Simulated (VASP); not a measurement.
# Al6H in VASP: further runs

The runs below take Al6H through single point, with PBE.

Everything below comes from runs of VASP 6.6.1. Logs are shortened: lines on timing, memory, paths and dates and some standing lists are left out, and cuts for length are marked.

## (1) The cell of the first run

The cell holds a slab with vacuum, 14 atoms: a = 5.714 Å, b = 5.714 Å, c = 22.602 Å, α = 90.00°, β = 90.00°, γ = 120.00°.

## (2) Single point, PBE

File INCAR:

```
  ALGO = Normal
  DIPOL = 0.5 0.5 0.298
  EDIFF = 1E-6
  ENCUT = 520
  GGA = PE
  IDIPOL = 3
  ISIF = 2
  ISMEAR = 0
  LASPH = True
  LCHARG = True
  LDIPOL = True
  LELF = True
  LREAL = False
  LVACPOTAV = True
  LVHAR = True
  LWAVE = False
  NBANDS = 32
  NELM = 80
  PREC = Accurate
  SIGMA = 0.1
```

File KPOINTS:

```
k-points
0
Gamma
  6 6 1
```

File POSCAR:

```
Al6H
1.0
    5.7143028096      0.0000000000      0.0000000000
   -2.8571514048      4.9487313980      0.0000000000
    0.0000000000      0.0000000000     22.6016424997
Al H
12 2
Direct
    0.3333333333      0.1666666667      0.1769782882
    0.3333333333      0.6666666667      0.1769782882
    0.8333333333      0.1666666667      0.1769782882
    0.8333333333      0.6666666667      0.1769782882
    0.1666666667      0.3333333333      0.2787817902
    0.1666666667      0.8333333333      0.2787817902
    0.6666666667      0.3333333333      0.2787817902
    0.6666666667      0.8333333333      0.2787817902
    0.0000000000      0.0000000000      0.3805759913
    0.0000000000      0.5000000000      0.3805759913
    0.5000000000      0.0000000000      0.3805759913
    0.5000000000      0.5000000000      0.3805759913
    0.2677085297      0.1666666667      0.4146443118
    0.3989581370      0.1666666667      0.4146443118
```

Potentials or basis: VASP PAW PBE potentials, release 64 (Al, H).

Started as:

```sh
> cat potpaw_PBE.64/Al/POTCAR potpaw_PBE.64/H/POTCAR > POTCAR
> mpirun -np 1 vasp_std > vasp.out
```

OUTCAR:

```text
EDIFF = 1E-6
   ENCUT = 520
   GGA = PE
   ISIF = 2
   ISMEAR = 0
   LASPH = True
   LREAL = False
   NELM = 80
   PREC = Accurate

 ion  position               nearest neighbor table
   1  0.333  0.167  0.177-   5 2.83   6 2.83   7 2.83   4 2.86   2 2.86   2 2.86   4 2.86   3 2.86
                             3 2.86
   2  0.333  0.667  0.177-   6 2.83   5 2.83   8 2.83   3 2.86   1 2.86   1 2.86   3 2.86   4 2.86
                             4 2.86
   3  0.833  0.167  0.177-   7 2.83   8 2.83   5 2.83   4 2.86   2 2.86   4 2.86   2 2.86   1 2.86
                             1 2.86
   4  0.833  0.667  0.177-   8 2.83   7 2.83   6 2.83   3 2.86   1 2.86   3 2.86   1 2.86   2 2.86
                             2 2.86
   5  0.167  0.333  0.279-   9 2.83  12 2.83  10 2.83   1 2.83   2 2.83   3 2.83   8 2.86   6 2.86
                             6 2.86   8 2.86   7 2.86   7 2.86
   6  0.167  0.833  0.279-  10 2.83  11 2.83   9 2.83   2 2.83   1 2.83   4 2.83   7 2.86   5 2.86
                             5 2.86   7 2.86   8 2.86   8 2.86
   7  0.667  0.333  0.279-  11 2.83  10 2.83  12 2.83   3 2.83   4 2.83   1 2.83   8 2.86   6 2.86
                             8 2.86   6 2.86   5 2.86   5 2.86
   8  0.667  0.833  0.279-  12 2.83   9 2.83  11 2.83   4 2.83   3 2.83   2 2.83   7 2.86   5 2.86
                             7 2.86   5 2.86   6 2.86   6 2.86
   9  0.000  0.000  0.381-  13 1.54   5 2.83   8 2.83   6 2.83  12 2.86  10 2.86  10 2.86  12 2.86
                            11 2.86  11 2.86
  10  0.000  0.500  0.381-   6 2.83   7 2.83   5 2.83   9 2.86  11 2.86   9 2.86  11 2.86  12 2.86
                            12 2.86
  11  0.500  0.000  0.381-  14 1.54   7 2.83   6 2.83   8 2.83  12 2.86  10 2.86  12 2.86  10 2.86
                             9 2.86   9 2.86
  12  0.500  0.500  0.381-  13 1.86  14 1.86   8 2.83   5 2.83   7 2.83   9 2.86  11 2.86  11 2.86
                             9 2.86  10 2.86  10 2.86
  13  0.268  0.167  0.415-  14 0.75   9 1.54  12 1.86
  14  0.399  0.167  0.415-  13 0.75  11 1.54  12 1.86

  LATTYP: Found a hexagonal cell.
 ALAT       =     5.7143028096
 C/A-ratio  =     3.9552756045

  Lattice vectors:

 A1 = (   5.7143028096,   0.0000000000,   0.0000000000)
 A2 = (  -2.8571514048,   4.9487313980,   0.0000000000)
 A3 = (   0.0000000000,   0.0000000000,  22.6016424997)

Analysis of symmetry for initial positions (statically):
=====================================================================
 Subroutine PRICEL returns:
 Original cell was already a primitive cell.

 Routine SETGRP: Setting up the symmetry group for a
 hexagonal supercell.

 Subroutine GETGRP returns: Found  2 space group operations
 (whereof  1 operations were pure point group operations)
 out of a pool of 24 trial point group operations.

The static configuration has the point symmetry C_1 .
 The point group associated with its full space group is C_1h.

Analysis of symmetry for dynamics (positions and initial velocities):
=====================================================================
 Subroutine PRICEL returns:
 Original cell was already a primitive cell.

 Routine SETGRP: Setting up the symmetry group for a
 hexagonal supercell.

 Subroutine GETGRP returns: Found  2 space group operations
 (whereof  1 operations were pure point group operations)
 out of a pool of 24 trial point group operations.

The dynamic configuration has the point symmetry C_1 .
 The point group associated with its full space group is C_1h.

 Subroutine INISYM returns: Found  2 space group operations
 (whereof  1 operations are pure point group operations),
 and found     1 'primitive' translations

----------------------------------------------------------------------------------------

                                     Primitive cell

  volume of cell :     639.1417

  direct lattice vectors                    reciprocal lattice vectors
     5.714302810  0.000000000  0.000000000     0.174999476  0.101035995  0.000000000
    -2.857151405  4.948731398  0.000000000     0.000000000  0.202071990  0.000000000
     0.000000000  0.000000000 22.601642500     0.000000000  0.000000000  0.044244572

  length of vectors
     5.714302810  5.714302810 22.601642500     0.202071990  0.202071990  0.044244572

  position of ions in fractional coordinates (direct lattice)
     0.333333333  0.166666667  0.176978288
     0.333333333  0.666666667  0.176978288
     0.833333333  0.166666667  0.176978288
     0.833333333  0.666666667  0.176978288
     0.166666667  0.333333333  0.278781790
     0.166666667  0.833333333  0.278781790
     0.666666667  0.333333333  0.278781790
     0.666666667  0.833333333  0.278781790
     0.000000000  0.000000000  0.380575991
     0.000000000  0.500000000  0.380575991
     0.500000000  0.000000000  0.380575991
     0.500000000  0.500000000  0.380575991
     0.267708530  0.166666667  0.414644312
     0.398958137  0.166666667  0.414644312

  ion indices of the primitive-cell ions
   primitive index   ion index
                 1           1
                 2           2
                 3           3
                 4           4
                 5           5
                 6           6
                 7           7
                 8           8
                 9           9
                10          10
                11          11
                12          12
                13          13
                14          14

----------------------------------------------------------------------------------------

 KPOINTS: k-points

Automatic generation of k-mesh.
 Grid dimensions read from file:
 generate k-points for:    6    6    1

 Generating k-lattice:

  Cartesian coordinates                     Fractional coordinates (reciprocal lattice)
     0.029166579  0.016839332  0.000000000     0.166666667  0.000000000  0.000000000
     0.000000000  0.033678665  0.000000000     0.000000000  0.166666667  0.000000000
     0.000000000  0.000000000  0.044244572     0.000000000  0.000000000  1.000000000

  Length of vectors
     0.033678665  0.033678665  0.044244572

  Shift w.r.t. Gamma in fractional coordinates (k-lattice)
     0.000000000  0.000000000  0.000000000

 Subroutine IBZKPT returns following result:
 ===========================================

 Found     13 irreducible k-points:

 Following reciprocal coordinates:
            Coordinates               Weight
  0.000000  0.000000  0.000000      1.000000
  0.166667 -0.000000  0.000000      4.000000
  0.000000  0.166667  0.000000      2.000000
  0.333333 -0.000000  0.000000      4.000000
  0.000000  0.333333  0.000000      2.000000
  0.500000  0.000000  0.000000      2.000000
  0.000000  0.500000  0.000000      1.000000
  0.166667  0.166667  0.000000      4.000000
 -0.333333  0.166667  0.000000      2.000000
  0.333333  0.166667  0.000000      4.000000
 -0.166667  0.500000  0.000000      4.000000
  0.500000  0.333333  0.000000      4.000000
  0.333333  0.333333  0.000000      2.000000
   k-points           NKPTS =     13   k-points in BZ     NKDIM =     13   number of bands    NBANDS=     32
   number of dos      NEDOS =    301   number of ions     NIONS =     14
   total plane-waves  NPLWV = 296352
   dimension x,y,z NGX =    42 NGY =   42 NGZ =  168
   dimension x,y,z NGXF=    84 NGYF=   84 NGZF=  336
   ions per type =              12   2
   NGX,Y,Z   is equivalent  to a cutoff of  12.22, 12.22, 12.36 a.u.
   NGXF,Y,Z  is equivalent  to a cutoff of  24.44, 24.44, 24.71 a.u.
 SYSTEM =  unknown system
   PREC   = accura    normal or accurate (medium, high low for compatibility)
   ISTART =      0    job   : 0-new  1-cont  2-samecut
   ICHARG =      2    charge: 1-file 2-atom 10-const
   ISPIN  =      1    spin polarized calculation?
   LNONCOLLINEAR =      F non collinear calculations
   LSORBIT =      F    spin-orbit coupling
   LASPH  =      T    aspherical Exc in radial PAW
   ENCUT  =  520.0 eV  38.22 Ry    6.18 a.u.  10.62 10.62 42.02*2*pi/ulx,y,z
   NELM   =     80;   NELMIN=  2; NELMDL= -5     # of ELM steps
   EDIFF  = 0.1E-05   stopping-criterion for ELM
   LREAL  =      F    real-space projection
   EDIFFG = 0.1E-04   stopping-criterion for IOM
   NSW    =      0    number of steps for IOM
   IBRION =     -1    ionic relax: 0-MD 1-quasi-New 2-CG
   NFREE  =      0    steps in history (QN), initial steepest desc. (CG)
   ISIF   =      2    stress and relaxation
   ISYM   =      2    0-nonsym 1-usesym 2-fastsym
   POTIM  = 0.5000    time-step for ionic-motion
   TEBEG  =    0.0;   TEEND  =   0.0 temperature during run
   PSTRESS=    0.0 pullay stress
   NELECT =      38.0000    total number of electrons
   NUPDOWN=      -1.0000    fix difference up-down
   EMIN   =  10.00;   EMAX   =-10.00  energy-range for DOS
   EFERMI =   0.00;   METHOD = LEGACY
   ISMEAR =     0;   SIGMA  =   0.10  broadening in eV -4-tet -1-fermi 0-gaus
   EFERMI_NEDOS =   21; number of points for ismear=-14 and -15
   IALGO  =     38    algorithm
   IMIX   =      4    mixing-type and parameters
     AMIX     =   0.40;   BMIX     =  1.00
     AMIX_MAG =   1.60;   BMIX_MAG =  1.00
  volume/ion in A,a.u.               =      45.65       308.08
  Fermi-wavevector in a.u.,A,eV,Ry     =   0.638955  1.207450  5.554763  0.408264
  Thomas-Fermi vector in A             =   1.704469
   LORBIT       =      0    0 simple, 1 ext, 2 COOP (PROOUT), +10 PAW based schemes
   GGA     = PE    functional components
   LHFCALC =     F    Hartree Fock is set to
   AEXX    =    0.0000 exact exchange contribution
   IVDW    =     0    specifies the selected vdW correction
   LEPSILON=     F    determine dielectric tensor
   LRPA    =     F    only Hartree local field effects (RPA)
 non-spin polarized calculation
 Gauss-broadening in eV      SIGMA  =   0.10
  energy-cutoff  :      520.00
  volume of cell :      639.14
 maximum number of plane-waves:     17305
   NGX = 21   NGY = 21   NGZ = 85

 dipolmoment           0.000000      0.000000      0.179557 electrons x Angstroem

 number of electron      38.0000001 magnetization

 dipolmoment           0.000000      0.000000     -0.029289 electrons x Angstroem

 Free energy of the ion-electron system (eV)
  ---------------------------------------------------
  ext. energy  EPLUGINS =         0.00000000
  ---------------------------------------------------
  free energy    TOTEN  =       -45.75768028 eV

  energy without entropy =      -45.72996803  energy(sigma->0) =      -45.74382415

 E-fermi :   0.0519     XC(G=0):  -3.9906

 val. band max:        0.0125951891   @ k =   0.5000   0.3333   0.0000
 cond. band min:       0.0620251860   @ k =   0.1667   0.1667   0.0000
 fundamental gap:      0.0494299968
 Fermi energy:         0.0519334455

 k-point     1 :       0.0000    0.0000    0.0000
  band No.  band energies     occupation
      1     -12.9932      2.00000
      2     -10.4140      2.00000
      3      -8.3913      2.00000
      4      -5.7996      2.00000
      5      -4.9912      2.00000
      6      -4.8310      2.00000
[... 23 lines left out ...]
     30       2.7034      0.00000
     31       3.5423      0.00000
[... 376 lines left out ...]
  band No.  band energies     occupation
      1     -12.8596      2.00000
      2      -8.6892      2.00000
      3      -8.6705      2.00000
      4      -8.3987      2.00000
      5      -7.0724      2.00000
      6      -7.0137      2.00000
[... 23 lines left out ...]
     30       3.2150      0.00000
     31       3.2798      0.00000
 [bands above 31 left out]

------------------------ aborting loop because EDIFF is reached ----------------------------------------

  FORCE on cell =-STRESS in cart. coord.  units (eV):
  Direction    XX          YY          ZZ          XY          YZ          ZX
  --------------------------------------------------------------------------------------
  -------------------------------------------------------------------------------------
  Total        7.7068619      2.6218699      3.0019795      0.0000000      1.1679549      0.0000000
  in kB       19.3192839      6.5724090      7.5252542      0.0000000      2.9277874      0.0000000
  external PRESSURE =      11.1389824 kB  Pullay stress =       0.0000000 kB

 VOLUME and BASIS-vectors are now :
 -----------------------------------------------------------------------------
  energy-cutoff  :      520.00
  volume of cell :      639.14
      direct lattice vectors                 reciprocal lattice vectors
     5.714302810  0.000000000  0.000000000     0.174999476  0.101035995  0.000000000
    -2.857151405  4.948731398  0.000000000     0.000000000  0.202071990  0.000000000
     0.000000000  0.000000000 22.601642500     0.000000000  0.000000000  0.044244572

 POSITION                                       TOTAL-FORCE (eV/Angst)
 -----------------------------------------------------------------------------------
      1.42858      0.82479      4.00000         0.000000     -0.013833      0.045873
     -0.00000      3.29915      4.00000        -0.077519     -0.032229     -0.122470
      4.28573      0.82479      4.00000         0.000000      0.077791     -0.092984
      2.85715      3.29915      4.00000         0.077519     -0.032229     -0.122470
      0.00000      1.64958      6.30093         0.074658      0.019663      0.166647
     -1.42858      4.12394      6.30093         0.000000      0.073554      0.187685
      2.85715      1.64958      6.30093        -0.074658      0.019663      0.166647
      1.42858      4.12394      6.30093         0.000000      0.014103      0.032179
      0.00000      0.00000      8.60164        -2.862740     -1.869837     -1.686066
     -1.42858      2.47437      8.60164         0.000000      0.119141      0.016137
      2.85715      0.00000      8.60164         2.862740     -1.869837     -1.686066
      1.42858      2.47437      8.60164         0.000000      1.599028     -0.763981
      1.05358      0.82479      9.37164        -3.610250      0.947511      1.929435
      1.80358      0.82479      9.37164         3.610250      0.947511      1.929435
 -----------------------------------------------------------------------------------
    total drift:                               -0.000000     -0.000036      0.000263

  FREE ENERGIE OF THE ION-ELECTRON SYSTEM (eV)
  ---------------------------------------------------
  free  energy   TOTEN  =       -45.7576802815 eV

  energy  without entropy=      -45.7299680262  energy(sigma->0) =      -45.74382415

 vacuum level on the upper side and lower side of the slab         3.666         3.853
```

Run time: 11 min. Hardware: 1 thread of Intel Xeon Platinum 8488C (Sapphire Rapids), shared host; peak memory 0.7 GiB.

What came out:

| Item | Value |
| --- | --- |
| Free energy | -45.7577 eV |
| Largest force | 4.202 eV/Å |
| Band gap on the k mesh | zero (bands 19 and 20 overlap by 0.99 eV) |

Forces on the atoms (eV/Å):
```
Al   0.000 -0.014  0.046
Al  -0.078 -0.032 -0.122
Al   0.000  0.078 -0.093
Al   0.078 -0.032 -0.122
Al   0.075  0.020  0.167
Al   0.000  0.074  0.188
Al  -0.075  0.020  0.167
Al   0.000  0.014  0.032
Al  -2.863 -1.870 -1.686
Al   0.000  0.119  0.016
Al   2.863 -1.870 -1.686
Al   0.000  1.599 -0.764
H   -3.610  0.948  1.929
H    3.610  0.948  1.929
```

Levels at points of the mesh, in eV from the Fermi level:
| k point | band 15 | band 16 | band 17 | band 18 | band 19 | band 20 | band 21 | band 22 | band 23 | band 24 |
| --- | --- | --- | --- | --- | --- | --- | --- | --- | --- | --- |
| (0.00, 0.00, 0.00) | -2.96 | -2.92 | -1.79 | -1.35 | -0.78 | -0.46 | -0.42 | -0.31 | 0.10 | 1.23 |
| (0.50, 0.00, 0.00) | -1.02 | -0.71 | -0.64 | -0.38 | 0.20 | 0.29 | 0.75 | 0.83 | 1.12 | 1.37 |
| (0.00, 0.50, 0.00) | -1.00 | -0.68 | -0.57 | -0.37 | 0.09 | 0.21 | 0.76 | 0.82 | 1.17 | 1.35 |

(Part 1 of 3 ends here.)
